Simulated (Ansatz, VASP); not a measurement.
MgO: VASP beside Ansatz

```
Mg O
1.0
     0.00000    2.10521    2.10521
     2.10521    0.00000    2.10521
     2.10521    2.10521    0.00000
Mg O
1 1
Direct
  0.00000 0.00000 0.00000
  0.50000 0.50000 0.50000
```

Alike in both runs: task single point; functional PBE; k mesh 8 × 8 × 8; occupations fermi-dirac, width 0.03 eV; no spin polarisation.

|  | VASP | Ansatz |
| --- | --- | --- |
| version | VASP 6.6.1 | Ansatz 0.2.0 |
| potentials or method | VASP PAW PBE potentials, release 64 (Mg, O), cutoff 600 eV | PAW, plane waves, scalar-relativistic |
| valence electrons in the cell | 8 | 16 |

```csv
,VASP,Ansatz,Ansatz less VASP
pressure (GPa),3.9,4.9,+0.98
```

VASP's potentials hold 8 valence electrons a cell and Ansatz's 16, so a difference there can come from the potentials and not from the codes.
